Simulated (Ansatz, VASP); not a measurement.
## SnTe in VASP and in Ansatz

INCAR

```
SYSTEM = SnTe
PREC = Accurate ; ENCUT = 500
EDIFF = 1E-7 ; ISMEAR = -1
SIGMA = 0.1 ; LREAL = .FALSE.
LASPH = .TRUE. ; NELM = 120
ALGO = Normal ; ISIF = 3
LWAVE = .FALSE. ; LCHARG = .FALSE.
GGA = CA ; IBRION = 2
NSW = 100 ; EDIFFG = -0.002
GGA_COMPAT = .FALSE. ; NELMIN = 4
```

The input KPOINTS:

```
Automatic mesh
0
G
  10 10 10
  0 0 0
```

File POSCAR:

```
SnTe
1.0
    3.1508500000      3.1508500000      0.0000000000
   -3.1508500000      3.1508500000      0.0000000000
    0.0000000000      3.1508500000      3.1508500000
Sn Te
1 1
Direct
    0.0000000000      0.0000000000      0.0000000000
    0.5000000000      0.5000000000      0.0000000000
```

Input for Ansatz:

```yaml
crystal:
  lattice:
    - [3.15085, 3.15085, 0.0]
    - [-3.15085, 3.15085, 0.0]
    - [0.0, 3.15085, 3.15085]
  atoms:
    - { symbol: Sn, position: [0.0, 0.0, 0.0] }
    - { symbol: Te, position: [0.5, 0.5, 0.0] }
kpoints:
  mp_grid: { grid: [10, 10, 10] }
scf:
  occupations: { method: fermi_dirac, width: 0.1 }
hamiltonian:
  xc: lda
  pseudopotentials: { kind: paw }
relax:
  f_tol: 0.002
  max_steps: 80
  cell: {}
output:
  forces: true
  stress: true
```

Alike in both runs: task relaxation of cell and atoms; functional LDA; k mesh 10 × 10 × 10; occupations fermi-dirac, width 0.1 eV; no spin polarisation.

```csv
,VASP,Ansatz
version,VASP 6.6.1,Ansatz 0.2.0
potentials or method,"VASP PAW LDA potentials, release 64 (Sn_d, Te)","PAW with Ansatz's default frozen-core files, scalar-relativistic"
plane-wave cutoff (eV),500,420
valence electrons in the cell,20,30
```

|  | VASP | Ansatz | Ansatz less VASP |
| --- | --- | --- | --- |
| relaxed volume (Å³/atom) | 30.34 | 30.32 | -0.023 |
| relaxed cell length with the largest relative difference (Å) | 4.411 | 4.410 | -0.0011 |

LDA's correlation is that of Perdew and Zunger in VASP and of Perdew and Wang (1992) in Ansatz. VASP's potentials hold 20 valence electrons a cell and Ansatz's 30, so a difference there can come from the potentials and not from the codes.

Spin-orbit coupling is off throughout.
